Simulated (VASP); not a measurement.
Input of a VASP 6.6.1 run:

File INCAR:

```
SYSTEM = CaO
PREC     = Accurate       ! precision mode
ENCUT    = 520            ! plane-wave cutoff, eV
EDIFF    = 1E-6           ! SCF threshold, eV
ISMEAR   = 0              ! smearing method
SIGMA    = 0.02           ! smearing width, eV
LREAL    = .False.        ! projectors in reciprocal space
LASPH    = .True.         ! aspherical terms in the spheres
NELM     = 100            ! most SCF steps
ALGO     = Normal         ! electronic algorithm
ISIF     = 2              ! what is computed and relaxed
LWAVE    = .False.        ! write WAVECAR
LCHARG   = .False.        ! write CHGCAR
GGA      = PE             ! functional
NBANDS   = 15             ! bands
```

Contents of KPOINTS:

```
Automatic mesh
0
Gamma
  8 8 8
  0 0 0
```

POSCAR

```
CaO
1.0
    0.0000000000      2.3911234886      2.3911234886
    2.3911234886      0.0000000000      2.3911234886
    2.3911234886      2.3911234886      0.0000000000
Ca O
1 1
Direct
    0.0000000000      0.0000000000      0.0000000000
    0.5000000000      0.5000000000      0.5000000000
```

Potentials or basis: VASP PAW PBE potentials, release 64 (Ca_sv, O).

Command:

```bash
$ cat potpaw_PBE.64/Ca_sv/POTCAR potpaw_PBE.64/O/POTCAR > POTCAR
$ mpirun -np 1 vasp_std > vasp.out
```

(1) Predict the band gap on the k mesh.

(2) What does it give for the pressure?

Results:

(1) 3.63 eV, indirect (least direct gap 4.00 eV).

(2) 4.0 GPa.
